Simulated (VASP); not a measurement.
# Ti12C13 in VASP: single point with LDA

Aim: the single point of Ti12C13 with LDA.

Program: VASP 6.6.1. These are calculated values, not measurements. Logs are shortened: lines on timing, memory, paths and dates and some standing lists are left out, and cuts for length are marked.

## (1) The cell of the first run

The cell holds a slab with vacuum, 25 atoms: a = 6.026 Å, b = 6.026 Å, c = 19.733 Å, α = 90.00°, β = 90.00°, γ = 90.00°.

## (2) Single point, LDA

File INCAR:

```
SYSTEM = Ti12C13
PREC     = Accurate       ! precision mode
ENCUT    = 520            ! plane-wave cutoff, eV
EDIFF    = 1E-6           ! SCF threshold, eV
ISMEAR   = 0              ! smearing method
SIGMA    = 0.1            ! smearing width, eV
LREAL    = Auto         
LASPH    = .TRUE.         ! aspherical terms in the spheres
NELM     = 80             ! most SCF steps
ALGO     = Fast           ! electronic algorithm
ISIF     = 2              ! what is computed and relaxed
LWAVE    = .FALSE.        ! write WAVECAR
LCHARG   = .FALSE.        ! write CHGCAR
LDIPOL   = .TRUE.       
IDIPOL   = 3            
DIPOL    = 0.5 0.5 0.316
GGA      = CA             ! functional
NBANDS   = 116            ! bands
```

File KPOINTS:

```
regular mesh
0
G
  5 5 1
  0 0 0
```

File POSCAR:

```
Ti12C13
1.0
    6.0257129976      0.0000000000      0.0000000000
    0.0000000000      6.0257129976      0.0000000000
    0.0000000000      0.0000000000     19.7334901523
Ti C
12 13
Direct
    0.2500000000      0.2500000000      0.2027010919
    0.2500000000      0.7500000000      0.2027010919
    0.7500000000      0.2500000000      0.2027010919
    0.7500000000      0.7500000000      0.2027010919
    0.0000000000      0.0000000000      0.3085376904
    0.0000000000      0.5000000000      0.3085376904
    0.5000000000      0.0000000000      0.3085376904
    0.5000000000      0.5000000000      0.3085376904
    0.2500000000      0.2500000000      0.4124330541
    0.2500000000      0.7500000000      0.4124330541
    0.7500000000      0.2500000000      0.4124330541
    0.7500000000      0.7500000000      0.4124330541
    0.0000000000      0.0000000000      0.2027010919
    0.0000000000      0.5000000000      0.2027010919
    0.5000000000      0.0000000000      0.2027010919
    0.5000000000      0.5000000000      0.2027010919
    0.2500000000      0.2500000000      0.3079312182
    0.2500000000      0.7500000000      0.3079312182
    0.7500000000      0.2500000000      0.3079312182
    0.7500000000      0.7500000000      0.3079312182
    0.0000000000      0.0000000000      0.4172343609
    0.0000000000      0.5000000000      0.4172343609
    0.5000000000      0.0000000000      0.4172343609
    0.5000000000      0.5000000000      0.4172343609
    0.1250000000      0.1875000000      0.4957805591
```

Potentials or basis: VASP PAW LDA potentials, release 64 (Ti_sv, C).

Started as:

```sh
cat potpaw_LDA.64/Ti_sv/POTCAR potpaw_LDA.64/C/POTCAR > POTCAR
mpirun -np 1 vasp_std > vasp.out
```

OUTCAR:

```text
SYSTEM = Ti12C13
   PREC = Accurate
   ENCUT = 520
   EDIFF = 1E-6
   ISMEAR = 0
   LREAL = Auto
   LASPH = .TRUE.
   NELM = 80
   ISIF = 2
   GGA = CA

 ion  position               nearest neighbor table
   1  0.250  0.250  0.203-  17 2.08  14 2.13  15 2.13  16 2.13  13 2.13
   2  0.250  0.750  0.203-  18 2.08  14 2.13  15 2.13  16 2.13  13 2.13
   3  0.750  0.250  0.203-  19 2.08  14 2.13  15 2.13  16 2.13  13 2.13
   4  0.750  0.750  0.203-  20 2.08  14 2.13  15 2.13  16 2.13  13 2.13
   5  0.000  0.000  0.309-  13 2.09  17 2.13  18 2.13  19 2.13  20 2.13  21 2.14
   6  0.000  0.500  0.309-  14 2.09  17 2.13  18 2.13  19 2.13  20 2.13  22 2.14
   7  0.500  0.000  0.309-  15 2.09  17 2.13  18 2.13  19 2.13  20 2.13  23 2.14
   8  0.500  0.500  0.309-  16 2.09  17 2.13  18 2.13  19 2.13  20 2.13  24 2.14
   9  0.250  0.250  0.412-  25 1.85  17 2.06  22 2.13  23 2.13  24 2.13  21 2.13
  10  0.250  0.750  0.412-  18 2.06  21 2.13  22 2.13  23 2.13  24 2.13
  11  0.750  0.250  0.412-  19 2.06  21 2.13  22 2.13  23 2.13  24 2.13
  12  0.750  0.750  0.412-  20 2.06  21 2.13  22 2.13  23 2.13  24 2.13
  13  0.000  0.000  0.203-   5 2.09   2 2.13   3 2.13   4 2.13   1 2.13
  14  0.000  0.500  0.203-   6 2.09   2 2.13   3 2.13   4 2.13   1 2.13
  15  0.500  0.000  0.203-   7 2.09   2 2.13   3 2.13   4 2.13   1 2.13
  16  0.500  0.500  0.203-   8 2.09   2 2.13   3 2.13   4 2.13   1 2.13
  17  0.250  0.250  0.308-   9 2.06   1 2.08   6 2.13   7 2.13   8 2.13   5 2.13
  18  0.250  0.750  0.308-  10 2.06   2 2.08   6 2.13   7 2.13   8 2.13   5 2.13
  19  0.750  0.250  0.308-  11 2.06   3 2.08   6 2.13   7 2.13   8 2.13   5 2.13
  20  0.750  0.750  0.308-  12 2.06   4 2.08   6 2.13   7 2.13   8 2.13   5 2.13
  21  0.000  0.000  0.417-  25 2.06  10 2.13  11 2.13  12 2.13   9 2.13   5 2.14
  22  0.000  0.500  0.417-   9 2.13  10 2.13  11 2.13  12 2.13   6 2.14
  23  0.500  0.000  0.417-   9 2.13  10 2.13  11 2.13  12 2.13   7 2.14
  24  0.500  0.500  0.417-   9 2.13  10 2.13  11 2.13  12 2.13   8 2.14
  25  0.125  0.188  0.496-   9 1.85  21 2.06

  LATTYP: Found a simple tetragonal cell.
 ALAT       =     6.0257129976
 C/A-ratio  =     3.2748805262

  Lattice vectors:

 A1 = (   6.0257129976,   0.0000000000,   0.0000000000)
 A2 = (   0.0000000000,   6.0257129976,   0.0000000000)
 A3 = (   0.0000000000,   0.0000000000,  19.7334901523)

Analysis of symmetry for initial positions (statically):
=====================================================================
 Subroutine PRICEL returns:
 Original cell was already a primitive cell.

 Routine SETGRP: Setting up the symmetry group for a
 simple tetragonal supercell.

 Subroutine GETGRP returns: Found  1 space group operations
 (whereof  1 operations were pure point group operations)
 out of a pool of 16 trial point group operations.

The static configuration has the point symmetry C_1 .

Analysis of symmetry for dynamics (positions and initial velocities):
=====================================================================
 Subroutine PRICEL returns:
 Original cell was already a primitive cell.

 Routine SETGRP: Setting up the symmetry group for a
 simple tetragonal supercell.

 Subroutine GETGRP returns: Found  1 space group operations
 (whereof  1 operations were pure point group operations)
 out of a pool of 16 trial point group operations.

The dynamic configuration has the point symmetry C_1 .

 Subroutine INISYM returns: Found  1 space group operations
 (whereof  1 operations are pure point group operations),
 and found     1 'primitive' translations

----------------------------------------------------------------------------------------

                                     Primitive cell

  volume of cell :     716.5076

  direct lattice vectors                    reciprocal lattice vectors
     6.025712998  0.000000000  0.000000000     0.165955465  0.000000000  0.000000000
     0.000000000  6.025712998  0.000000000     0.000000000  0.165955465  0.000000000
     0.000000000  0.000000000 19.733490152     0.000000000  0.000000000  0.050675273

  length of vectors
     6.025712998  6.025712998 19.733490152     0.165955465  0.165955465  0.050675273

  position of ions in fractional coordinates (direct lattice)
     0.250000000  0.250000000  0.202701092
     0.250000000  0.750000000  0.202701092
     0.750000000  0.250000000  0.202701092
     0.750000000  0.750000000  0.202701092
     0.000000000  0.000000000  0.308537690
     0.000000000  0.500000000  0.308537690
[... 17 lines left out ...]
     0.500000000  0.500000000  0.417234361
     0.125000000  0.187500000  0.495780559

  ion indices of the primitive-cell ions
   primitive index   ion index
                 1           1
                 2           2
                 3           3
                 4           4
                 5           5
                 6           6
[... 17 lines left out ...]
                24          24
                25          25

----------------------------------------------------------------------------------------

 KPOINTS: regular mesh

Automatic generation of k-mesh.
 Grid dimensions read from file:
 generate k-points for:    5    5    1

 Generating k-lattice:

  Cartesian coordinates                     Fractional coordinates (reciprocal lattice)
     0.033191093  0.000000000  0.000000000     0.200000000  0.000000000  0.000000000
     0.000000000  0.033191093  0.000000000     0.000000000  0.200000000  0.000000000
     0.000000000  0.000000000  0.050675273     0.000000000  0.000000000  1.000000000

  Length of vectors
     0.033191093  0.033191093  0.050675273

  Shift w.r.t. Gamma in fractional coordinates (k-lattice)
     0.000000000  0.000000000  0.000000000

 Subroutine IBZKPT returns following result:
 ===========================================

 Found     13 irreducible k-points:

 Following reciprocal coordinates:
            Coordinates               Weight
  0.000000  0.000000  0.000000      1.000000
  0.200000  0.000000  0.000000      2.000000
  0.000000  0.200000  0.000000      2.000000
  0.400000  0.000000  0.000000      2.000000
  0.000000  0.400000  0.000000      2.000000
  0.200000  0.200000  0.000000      2.000000
 -0.200000  0.200000  0.000000      2.000000
  0.400000  0.200000  0.000000      2.000000
 -0.200000  0.400000  0.000000      2.000000
 -0.400000  0.200000  0.000000      2.000000
  0.200000  0.400000  0.000000      2.000000
  0.400000  0.400000  0.000000      2.000000
 -0.400000  0.400000  0.000000      2.000000
   k-points           NKPTS =     13   k-points in BZ     NKDIM =     13   number of bands    NBANDS=    116
   number of dos      NEDOS =    301   number of ions     NIONS =     25
   total plane-waves  NPLWV = 345600
   dimension x,y,z NGX =    48 NGY =   48 NGZ =  150
   dimension x,y,z NGXF=    96 NGYF=   96 NGZF=  300
   ions per type =              12  13
   NGX,Y,Z   is equivalent  to a cutoff of  13.24, 13.24, 12.64 a.u.
   NGXF,Y,Z  is equivalent  to a cutoff of  26.49, 26.49, 25.27 a.u.
 SYSTEM =  Ti12C13
   PREC   = accura    normal or accurate (medium, high low for compatibility)
   ISTART =      0    job   : 0-new  1-cont  2-samecut
   ICHARG =      2    charge: 1-file 2-atom 10-const
   ISPIN  =      1    spin polarized calculation?
   LNONCOLLINEAR =      F non collinear calculations
   LSORBIT =      F    spin-orbit coupling
   LASPH  =      T    aspherical Exc in radial PAW
   ENCUT  =  520.0 eV  38.22 Ry    6.18 a.u.  11.20 11.20 36.69*2*pi/ulx,y,z
   NELM   =     80;   NELMIN=  2; NELMDL= -5     # of ELM steps
   EDIFF  = 0.1E-05   stopping-criterion for ELM
   LREAL  =      T    real-space projection
   EDIFFG = 0.1E-04   stopping-criterion for IOM
   NSW    =      0    number of steps for IOM
   IBRION =     -1    ionic relax: 0-MD 1-quasi-New 2-CG
   NFREE  =      0    steps in history (QN), initial steepest desc. (CG)
   ISIF   =      2    stress and relaxation
   ISYM   =      2    0-nonsym 1-usesym 2-fastsym
   POTIM  = 0.5000    time-step for ionic-motion
   TEBEG  =    0.0;   TEEND  =   0.0 temperature during run
   PSTRESS=    0.0 pullay stress
   NELECT =     196.0000    total number of electrons
   NUPDOWN=      -1.0000    fix difference up-down
   EMIN   =  10.00;   EMAX   =-10.00  energy-range for DOS
   EFERMI =   0.00;   METHOD = LEGACY
   ISMEAR =     0;   SIGMA  =   0.10  broadening in eV -4-tet -1-fermi 0-gaus
   EFERMI_NEDOS =   21; number of points for ismear=-14 and -15
   IALGO  =     68    algorithm
   IMIX   =      4    mixing-type and parameters
     AMIX     =   0.40;   BMIX     =  1.00
     AMIX_MAG =   1.60;   BMIX_MAG =  1.00
  volume/ion in A,a.u.               =      28.66       193.41
  Fermi-wavevector in a.u.,A,eV,Ry     =   1.062723  2.008255 15.366139  1.129379
  Thomas-Fermi vector in A             =   2.198183
   LORBIT       =      0    0 simple, 1 ext, 2 COOP (PROOUT), +10 PAW based schemes
   GGA     = CA    functional components
   LHFCALC =     F    Hartree Fock is set to
   AEXX    =    0.0000 exact exchange contribution
   IVDW    =     0    specifies the selected vdW correction
   LEPSILON=     F    determine dielectric tensor
   LRPA    =     F    only Hartree local field effects (RPA)
 non-spin polarized calculation
 RMM-DIIS sequential band-by-band and
 Gauss-broadening in eV      SIGMA  =   0.10
  energy-cutoff  :      520.00
  volume of cell :      716.51
 maximum number of plane-waves:     19308
 NGX is ok and might be reduce to    48
   NGX = 23   NGY = 23   NGZ = 73

 dipolmoment           0.000000      0.000000     -0.206834 electrons x Angstroem

 number of electron     196.0000005 magnetization

 dipolmoment           0.000000      0.000000      0.287088 electrons x Angstroem

 Free energy of the ion-electron system (eV)
  ---------------------------------------------------
  ext. energy  EPLUGINS =         0.00000000
  ---------------------------------------------------
  free energy    TOTEN  =      -241.30527591 eV

  energy without entropy =     -241.27211413  energy(sigma->0) =     -241.28869502

 E-fermi :  -0.1681     XC(G=0):  -5.3888

 val. band max:       -0.1695504141   @ k =   0.2000   0.0000   0.0000
 cond. band min:      -0.1616352510   @ k =   0.0000   0.2000   0.0000
 fundamental gap:      0.0079151632
 Fermi energy:        -0.1680750533

 k-point     1 :       0.0000    0.0000    0.0000
  band No.  band energies     occupation
      1     -55.8430      2.00000
      2     -55.8220      2.00000
      3     -55.8102      2.00000
      4     -55.7845      2.00000
      5     -55.7481      2.00000
      6     -55.7382      2.00000
[... 102 lines left out ...]
    109       2.1380      0.00000
    110       2.2425      0.00000
[... 1354 lines left out ...]
    109       2.1530      0.00000
    110       2.2404      0.00000
 [bands above 110 left out]

------------------------ aborting loop because EDIFF is reached ----------------------------------------

 vacuum level on the upper side and lower side of the slab       (xc-potential included)         0.680        -0.712

  FORCE on cell =-STRESS in cart. coord.  units (eV):
  Direction    XX          YY          ZZ          XY          YZ          ZX
  --------------------------------------------------------------------------------------
  -------------------------------------------------------------------------------------
  Total      -11.3526340    -13.8794282      2.6546735      0.3141536     -2.9563868     -4.9203958
  in kB      -25.3855414    -31.0356873      5.9360960      0.7024765     -6.6107547    -11.0024610
  external PRESSURE =     -16.8283776 kB  Pullay stress =       0.0000000 kB

 VOLUME and BASIS-vectors are now :
 -----------------------------------------------------------------------------
  energy-cutoff  :      520.00
  volume of cell :      716.51
      direct lattice vectors                 reciprocal lattice vectors
     6.025712998  0.000000000  0.000000000     0.165955465  0.000000000  0.000000000
     0.000000000  6.025712998  0.000000000     0.000000000  0.165955465  0.000000000
     0.000000000  0.000000000 19.733490152     0.000000000  0.000000000  0.050675273

 POSITION                                       TOTAL-FORCE (eV/Angst)
 -----------------------------------------------------------------------------------
      1.50643      1.50643      4.00000        -0.129565     -0.106449      1.090520
      1.50643      4.51928      4.00000        -0.042950      0.068510      0.871178
      4.51928      1.50643      4.00000         0.037964     -0.027696      0.841910
      4.51928      4.51928      4.00000         0.028532      0.039865      1.009458
      0.00000      0.00000      6.08853         0.348508      0.395524      0.057627
      0.00000      3.01286      6.08853         0.111824     -0.196521     -0.048556
[... 17 lines left out ...]
      3.01286      3.01286      8.23349         0.247933      0.246071     -0.192524
      0.75321      1.12982      9.78348        -3.076872     -1.940094      0.063265
 -----------------------------------------------------------------------------------
    total drift:                               -0.001159     -0.000548      0.066322

  FREE ENERGIE OF THE ION-ELECTRON SYSTEM (eV)
  ---------------------------------------------------
  free  energy   TOTEN  =      -241.3052759096 eV

  energy  without entropy=     -241.2721141291  energy(sigma->0) =     -241.28869502

 vacuum level on the upper side and lower side of the slab         5.696         4.266
```

It took 1.8 h on 1 thread of Oxide Virtual Turin-like, shared host; peak memory 0.92 GiB.

Results:

- Free energy: -241.3053 eV
- Largest force: 3.638 eV/Å
- Band gap on the k mesh: zero (bands 98 and 99 overlap by 0.24 eV)

Forces in eV/Å, atoms in the order of the input:
```
Ti  -0.130 -0.106  1.091
Ti  -0.043  0.069  0.871
Ti   0.038 -0.028  0.842
Ti   0.029  0.040  1.009
Ti   0.349  0.396  0.058
Ti   0.112 -0.197 -0.049
Ti  -0.097  0.065  0.009
Ti  -0.018 -0.019  0.059
Ti   2.205  1.019 -1.984
Ti   0.517  0.014  0.392
Ti  -0.031  0.202  0.655
Ti  -0.386 -0.159  0.212
C   -0.028 -0.054 -1.202
C    0.008  0.022 -1.023
C    0.026  0.004 -1.006
C    0.053  0.015 -1.031
C   -0.196 -0.147 -1.038
C   -0.026 -0.071  0.180
C   -0.082 -0.019  0.133
C    0.024 -0.001  0.109
C    0.251  0.588  1.803
C   -0.165  0.302  0.243
C    0.421 -0.241 -0.204
C    0.248  0.246 -0.193
C   -3.077 -1.940  0.063
```
